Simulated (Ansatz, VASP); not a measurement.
# Au in VASP and in Ansatz

```
Au
1.0
     2.90000    0.00000    0.00000
    -1.45000    2.51147    0.00000
     0.00000    0.00000    4.80680
Au
2
Direct
  0.33333 0.66667 0.75000
  0.66667 0.33333 0.25000
```

Change from the starting cell: strain +0.000 along x and y, -0.015 along z, atoms carried along.

Alike in both runs: task single point; functional PBEsol; k mesh 18 × 18 × 10; occupations gaussian, width 0.15 eV; no spin polarisation.

|  | VASP | Ansatz |
| --- | --- | --- |
| version | VASP 6.6.1 | Ansatz 0.2.0 |
| potentials or method | VASP PAW PBE potentials, release 64 (Au), cutoff 520 eV | scalar-relativistic, plane waves, PAW |
| valence electrons in the cell | 22 | 38 |

VASP gave:

| Property | Result |
| --- | --- |
| gap on the k mesh at the Fermi level (eV) | none |
| pressure (GPa) | -4.5 |
| traceless stress, the component that is largest in VASP (GPa) | 0.56 |

**Question.** Estimate Ansatz's values.

**Answer.** gap on the k mesh at the Fermi level (eV): none; pressure (GPa): -4.4; traceless stress, the component that is largest in VASP (GPa): 0.58.

VASP's potentials were made for PBE, not for PBEsol. A gap of «none» marks a metal or a gap that the smearing closes. VASP's potentials hold 22 valence electrons a cell and Ansatz's 38, so a difference there can come from the potentials and not from the codes.

Spin-orbit coupling is off throughout.
